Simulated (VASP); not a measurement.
# Ca8S7 (a cell with a defect) in VASP: single point with PBE

Aim: the single point of Ca8S7 (a cell with a defect) with PBE.

Program: VASP 6.6.1. These are calculated values, not measurements. Logs are shortened: lines on timing, memory, paths and dates and some standing lists are left out, and cuts for length are marked.

### Step 1. The cell of the first run

The cell holds a defect, 15 atoms: a = 7.972 Å, b = 7.972 Å, c = 7.972 Å, α = 60.00°, β = 60.00°, γ = 60.00°.

### Step 2. Single point, PBE

INCAR

```
  PREC = Accurate
  ENCUT = 520
  EDIFF = 1E-6
  ISMEAR = -1
  SIGMA = 0.05
  LREAL = Auto
  LASPH = True
  NELM = 80
  ALGO = Normal
  ISIF = 2
  LWAVE = False
  LCHARG = True
  GGA = PE
  LELF = True
  LVHAR = True
  NBANDS = 74
```

KPOINTS

```
Automatic mesh
0
Gamma
  2 2 2
```

POSCAR

```
Ca8S7
1.0
    0.0000000000      5.6369920000      5.6369920000
    5.6369920000      0.0000000000      5.6369920000
    5.6369920000      5.6369920000      0.0000000000
Ca S
8 7
Direct
    0.0009362263     -0.0575589783      0.0557420518
    0.0003791029      0.0171612803      0.5179858336
   -0.0012103086      0.4812689995     -0.0178993513
    0.0009374681      0.5548704877      0.4433195044
    0.4991604565      0.0021986017     -0.0004547638
    0.4645245195      0.0171657153      0.5179923974
    0.5378965413      0.4812739667     -0.0178966903
    0.4991612548      0.4986719868      0.5030665291
    0.2532001110      0.2636388343      0.2300209048
   -0.0053784891      0.2549722441      0.7558487754
    0.2704453013      0.7509276224      0.2517974125
    0.2532004658      0.7291896103      0.7644672904
    0.7442791297      0.2370520483      0.2744480567
    0.7268882056      0.7509240744      0.2518034441
    0.7442773557      0.7736210199      0.7378838749
```

Potentials or basis: VASP PAW PBE potentials, release 64 (Ca_sv, S).

Run with:

```
$ cat potpaw_PBE.64/Ca_sv/POTCAR potpaw_PBE.64/S/POTCAR > POTCAR
$ mpirun -np 1 vasp_std > vasp.out
```

OUTCAR:

```text
PREC = Accurate
   ENCUT = 520
   EDIFF = 1E-6
   ISMEAR = -1
   LREAL = Auto
   LASPH = True
   NELM = 80
   ISIF = 2
   GGA = PE

 ion  position               nearest neighbor table
   1  0.001  0.942  0.056-  10 2.44  14 2.66  11 2.66  12 2.86  13 2.91   4 3.09
   2  0.000  0.017  0.518-  13 2.83  15 2.83   9 2.83  12 2.83
   3  0.999  0.481  0.982-  13 2.83  15 2.83   9 2.84  12 2.84
   4  0.001  0.555  0.443-  10 2.44  11 2.66  14 2.66   9 2.86  15 2.91   1 3.09
   5  0.499  0.002  1.000-  11 2.71  14 2.71  15 2.77   9 2.78
   6  0.465  0.017  0.518-  13 2.83  15 2.83   9 2.83  12 2.83
   7  0.538  0.481  0.982-  13 2.83  15 2.83   9 2.84  12 2.84
   8  0.499  0.499  0.503-  14 2.71  11 2.71  13 2.77  12 2.78
   9  0.253  0.264  0.230-   5 2.78   6 2.83   2 2.83   3 2.84   7 2.84   4 2.86
  10  0.995  0.255  0.756-   1 2.44   4 2.44
  11  0.270  0.751  0.252-   4 2.66   1 2.66   8 2.71   5 2.71
  12  0.253  0.729  0.764-   8 2.78   6 2.83   2 2.83   3 2.84   7 2.84   1 2.86
  13  0.744  0.237  0.274-   8 2.77   2 2.83   6 2.83   7 2.83   3 2.83   1 2.91
  14  0.727  0.751  0.252-   1 2.66   4 2.66   8 2.71   5 2.71
  15  0.744  0.774  0.738-   5 2.77   2 2.83   6 2.83   7 2.83   3 2.83   4 2.91

  LATTYP: Found a face centered cubic cell.
 ALAT       =    11.2739840000

  Lattice vectors:

 A1 = (   0.0000000000,   5.6369920000,   5.6369920000)
 A2 = (   5.6369920000,   0.0000000000,   5.6369920000)
 A3 = (   5.6369920000,   5.6369920000,   0.0000000000)

Analysis of symmetry for initial positions (statically):
=====================================================================
 Subroutine PRICEL returns:
 Original cell was already a primitive cell.

 Routine SETGRP: Setting up the symmetry group for a
 face centered cubic supercell.

 Subroutine GETGRP returns: Found  1 space group operations
 (whereof  1 operations were pure point group operations)
 out of a pool of 48 trial point group operations.

The static configuration has the point symmetry C_1 .

Analysis of symmetry for dynamics (positions and initial velocities):
=====================================================================
 Subroutine PRICEL returns:
 Original cell was already a primitive cell.

 Routine SETGRP: Setting up the symmetry group for a
 face centered cubic supercell.

 Subroutine GETGRP returns: Found  1 space group operations
 (whereof  1 operations were pure point group operations)
 out of a pool of 48 trial point group operations.

The dynamic configuration has the point symmetry C_1 .

 Subroutine INISYM returns: Found  1 space group operations
 (whereof  1 operations are pure point group operations),
 and found     1 'primitive' translations

----------------------------------------------------------------------------------------

                                     Primitive cell

  volume of cell :     358.2385

  direct lattice vectors                    reciprocal lattice vectors
     0.000000000  5.636992000  5.636992000    -0.088699789  0.088699789  0.088699789
     5.636992000  0.000000000  5.636992000     0.088699789 -0.088699789  0.088699789
     5.636992000  5.636992000  0.000000000     0.088699789  0.088699789 -0.088699789

  length of vectors
     7.971910537  7.971910537  7.971910537     0.153632541  0.153632541  0.153632541

  position of ions in fractional coordinates (direct lattice)
     0.000936226  0.942441022  0.055742052
     0.000379103  0.017161280  0.517985834
     0.998789691  0.481269000  0.982100649
     0.000937468  0.554870488  0.443319504
     0.499160457  0.002198602  0.999545236
     0.464524520  0.017165715  0.517992397
     0.537896541  0.481273967  0.982103310
     0.499161255  0.498671987  0.503066529
     0.253200111  0.263638834  0.230020905
     0.994621511  0.254972244  0.755848775
     0.270445301  0.750927622  0.251797412
     0.253200466  0.729189610  0.764467290
     0.744279130  0.237052048  0.274448057
     0.726888206  0.750924074  0.251803444
     0.744277356  0.773621020  0.737883875

  ion indices of the primitive-cell ions
   primitive index   ion index
                 1           1
                 2           2
                 3           3
                 4           4
                 5           5
                 6           6
                 7           7
                 8           8
                 9           9
                10          10
                11          11
                12          12
                13          13
                14          14
                15          15

----------------------------------------------------------------------------------------

 KPOINTS: Automatic mesh

Automatic generation of k-mesh.
 Grid dimensions read from file:
 generate k-points for:    2    2    2

 Generating k-lattice:

  Cartesian coordinates                     Fractional coordinates (reciprocal lattice)
    -0.044349894  0.044349894  0.044349894     0.500000000  0.000000000  0.000000000
     0.044349894 -0.044349894  0.044349894     0.000000000  0.500000000  0.000000000
     0.044349894  0.044349894 -0.044349894     0.000000000  0.000000000  0.500000000

  Length of vectors
     0.076816270  0.076816270  0.076816270

  Shift w.r.t. Gamma in fractional coordinates (k-lattice)
     0.000000000  0.000000000  0.000000000

 Subroutine IBZKPT returns following result:
 ===========================================

 Found      8 irreducible k-points:

 Following reciprocal coordinates:
            Coordinates               Weight
  0.000000  0.000000  0.000000      1.000000
  0.500000  0.000000  0.000000      1.000000
  0.000000  0.500000  0.000000      1.000000
  0.000000  0.000000  0.500000      1.000000
  0.500000  0.500000  0.500000      1.000000
  0.500000  0.500000  0.000000      1.000000
  0.000000  0.500000  0.500000      1.000000
  0.500000  0.000000  0.500000      1.000000
   k-points           NKPTS =      8   k-points in BZ     NKDIM =      8   number of bands    NBANDS=     74
   number of dos      NEDOS =    301   number of ions     NIONS =     15
   total plane-waves  NPLWV = 216000
   dimension x,y,z NGX =    60 NGY =   60 NGZ =   60
   dimension x,y,z NGXF=   120 NGYF=  120 NGZF=  120
   ions per type =               8   7
   NGX,Y,Z   is equivalent  to a cutoff of  12.51, 12.51, 12.51 a.u.
   NGXF,Y,Z  is equivalent  to a cutoff of  25.02, 25.02, 25.02 a.u.
 SYSTEM =  unknown system
   PREC   = accura    normal or accurate (medium, high low for compatibility)
   ISTART =      0    job   : 0-new  1-cont  2-samecut
   ICHARG =      2    charge: 1-file 2-atom 10-const
   ISPIN  =      1    spin polarized calculation?
   LNONCOLLINEAR =      F non collinear calculations
   LSORBIT =      F    spin-orbit coupling
   LASPH  =      T    aspherical Exc in radial PAW
   ENCUT  =  520.0 eV  38.22 Ry    6.18 a.u.  14.82 14.82 14.82*2*pi/ulx,y,z
   NELM   =     80;   NELMIN=  2; NELMDL= -5     # of ELM steps
   EDIFF  = 0.1E-05   stopping-criterion for ELM
   LREAL  =      T    real-space projection
   EDIFFG = 0.1E-04   stopping-criterion for IOM
   NSW    =      0    number of steps for IOM
   IBRION =     -1    ionic relax: 0-MD 1-quasi-New 2-CG
   NFREE  =      0    steps in history (QN), initial steepest desc. (CG)
   ISIF   =      2    stress and relaxation
   ISYM   =      2    0-nonsym 1-usesym 2-fastsym
   POTIM  = 0.5000    time-step for ionic-motion
   TEBEG  =    0.0;   TEEND  =   0.0 temperature during run
   PSTRESS=    0.0 pullay stress
   NELECT =     122.0000    total number of electrons
   NUPDOWN=      -1.0000    fix difference up-down
   EMIN   =  10.00;   EMAX   =-10.00  energy-range for DOS
   EFERMI =   0.00;   METHOD = LEGACY
   ISMEAR =    -1;   SIGMA  =   0.05  broadening in eV -4-tet -1-fermi 0-gaus
   EFERMI_NEDOS =   21; number of points for ismear=-14 and -15
   IALGO  =     38    algorithm
   IMIX   =      4    mixing-type and parameters
     AMIX     =   0.40;   BMIX     =  1.00
     AMIX_MAG =   1.60;   BMIX_MAG =  1.00
  volume/ion in A,a.u.               =      23.88       161.17
  Fermi-wavevector in a.u.,A,eV,Ry     =   1.143240  2.160410 17.782779  1.306997
  Thomas-Fermi vector in A             =   2.279936
   LORBIT       =      0    0 simple, 1 ext, 2 COOP (PROOUT), +10 PAW based schemes
   GGA     = PE    functional components
   LHFCALC =     F    Hartree Fock is set to
   AEXX    =    0.0000 exact exchange contribution
   IVDW    =     0    specifies the selected vdW correction
   LEPSILON=     F    determine dielectric tensor
   LRPA    =     F    only Hartree local field effects (RPA)
 non-spin polarized calculation
  energy-cutoff  :      520.00
  volume of cell :      358.24
 maximum number of plane-waves:      9684
 NGX is ok and might be reduce to    60
   NGX = 29   NGY = 29   NGZ = 29

 number of electron     121.9999996 magnetization

 Free energy of the ion-electron system (eV)
  ---------------------------------------------------
  ext. energy  EPLUGINS =         0.00000000
  ---------------------------------------------------
  free energy    TOTEN  =       -70.94323598 eV

  energy without entropy =      -70.86699636  energy(sigma->0) =      -70.90511617

 E-fermi :   5.1801     XC(G=0):  -9.1916

 val. band max:        5.1748513018   @ k =   0.5000   0.0000   0.0000
 cond. band min:       5.1919269468   @ k =   0.5000   0.5000   0.0000
 fundamental gap:      0.0170756450
 Fermi energy:         5.1800523279

 k-point     1 :       0.0000    0.0000    0.0000
  band No.  band energies     occupation
      1     -36.7864      2.00000
      2     -36.7800      2.00000
      3     -36.7799      2.00000
      4     -36.7735      2.00000
      5     -36.5660      2.00000
      6     -36.5618      2.00000
[... 65 lines left out ...]
     72       7.5726      0.00000
     73       7.6165      0.00000

 k-point     2 :       0.5000    0.0000    0.0000
  band No.  band energies     occupation
      1     -36.7849      2.00000
      2     -36.7820      2.00000
      3     -36.7781      2.00000
      4     -36.7746      2.00000
      5     -36.5661      2.00000
      6     -36.5618      2.00000
[... 65 lines left out ...]
     72       7.2507      0.00000
     73       7.4153      0.00000

 k-point     3 :       0.0000    0.5000    0.0000
  band No.  band energies     occupation
      1     -36.7855      2.00000
      2     -36.7807      2.00000
      3     -36.7793      2.00000
      4     -36.7741      2.00000
      5     -36.5641      2.00000
      6     -36.5638      2.00000
[... 369 lines left out ...]
     72       7.6139      0.00000
     73       7.6905      0.00000

 k-point     8 :       0.5000    0.0000    0.5000
  band No.  band energies     occupation
      1     -36.7846      2.00000
      2     -36.7802      2.00000
      3     -36.7799      2.00000
      4     -36.7750      2.00000
      5     -36.5641      2.00000
      6     -36.5638      2.00000
[... 65 lines left out ...]
     72       7.6454      0.00000
     73       7.6792      0.00000
 [bands above 73 left out]

------------------------ aborting loop because EDIFF is reached ----------------------------------------

  FORCE on cell =-STRESS in cart. coord.  units (eV):
  Direction    XX          YY          ZZ          XY          YZ          ZX
  --------------------------------------------------------------------------------------
  -------------------------------------------------------------------------------------
  Total       -0.6021299     12.3828377     12.3836579     -0.0001559     -6.2108860      0.0003793
  in kB       -2.6929513     55.3807092     55.3843775     -0.0006974    -27.7774189      0.0016966
  external PRESSURE =      36.0240452 kB  Pullay stress =       0.0000000 kB

 VOLUME and BASIS-vectors are now :
 -----------------------------------------------------------------------------
  energy-cutoff  :      520.00
  volume of cell :      358.24
      direct lattice vectors                 reciprocal lattice vectors
     0.000000000  5.636992000  5.636992000    -0.088699789  0.088699789  0.088699789
     5.636992000  0.000000000  5.636992000     0.088699789 -0.088699789  0.088699789
     5.636992000  5.636992000  0.000000000     0.088699789  0.088699789 -0.088699789

 POSITION                                       TOTAL-FORCE (eV/Angst)
 -----------------------------------------------------------------------------------
      5.62675      0.31950      5.31781         0.019857      0.009387     -0.009441
      3.01662      2.92202      0.09887         0.012134     -0.000686     -0.001519
      8.24900     11.16626      8.34308         0.009248      0.004157      0.003814
      5.62679      2.50427      3.13309         0.019861     -0.009189      0.009082
      5.64682      8.44819      2.82616         0.000248     -0.020013      0.020058
      3.01668      5.53844      2.71528         0.012044      0.001596      0.000776
      8.24905      8.56823      5.74506         0.009169     -0.003807     -0.004160
      5.64679      5.64955      5.62478         0.000310      0.020173     -0.020138
      2.78276      2.72391      2.91342        -0.011989     -0.001591      0.001643
      5.69799      9.86739      7.04395        -0.027992     -0.001081      0.001222
      5.65235      2.94388      5.75747        -0.012479      0.006531      0.006728
      8.41973      5.73659      5.53772        -0.010678      0.001414     -0.001639
      2.88332      5.74256      5.53176        -0.003429     -0.001633      0.001418
      5.65237      5.51688      8.33042        -0.012391     -0.006623     -0.006511
      8.52034      8.35493      8.55638        -0.003913      0.001365     -0.001334
 -----------------------------------------------------------------------------------
    total drift:                                0.001969     -0.002928      0.002202

  FREE ENERGIE OF THE ION-ELECTRON SYSTEM (eV)
  ---------------------------------------------------
  free  energy   TOTEN  =       -70.9432359809 eV

  energy  without entropy=      -70.8669963644  energy(sigma->0) =      -70.90511617
```

Wall time 10 min (1 thread of Oxide Virtual Turin-like, shared host); peak memory 0.51 GiB.

What came out:

```yaml
Free_energy: -70.9432 eV
Pressure: 3.6 GPa
Largest_force: 0.029 eV/Å
Band_gap_on_the_k_mesh: zero (bands 61 and 62 overlap by 0.10 eV)
```

Forces in eV/Å, atoms in the order of the input:
```
Ca   0.020  0.009 -0.009
Ca   0.012 -0.001 -0.002
Ca   0.009  0.004  0.004
Ca   0.020 -0.009  0.009
Ca   0.000 -0.020  0.020
Ca   0.012  0.002  0.001
Ca   0.009 -0.004 -0.004
Ca   0.000  0.020 -0.020
S   -0.012 -0.002  0.002
S   -0.028 -0.001  0.001
S   -0.012  0.007  0.007
S   -0.011  0.001 -0.002
S   -0.003 -0.002  0.001
S   -0.012 -0.007 -0.007
S   -0.004  0.001 -0.001
```

Stress tensor (GPa, compression positive):
```
-0.27  0.00  0.00
 0.00  5.54 -2.78
 0.00 -2.78  5.54
```

Caveat: the k points lie up to 0.48 Å⁻¹ apart.
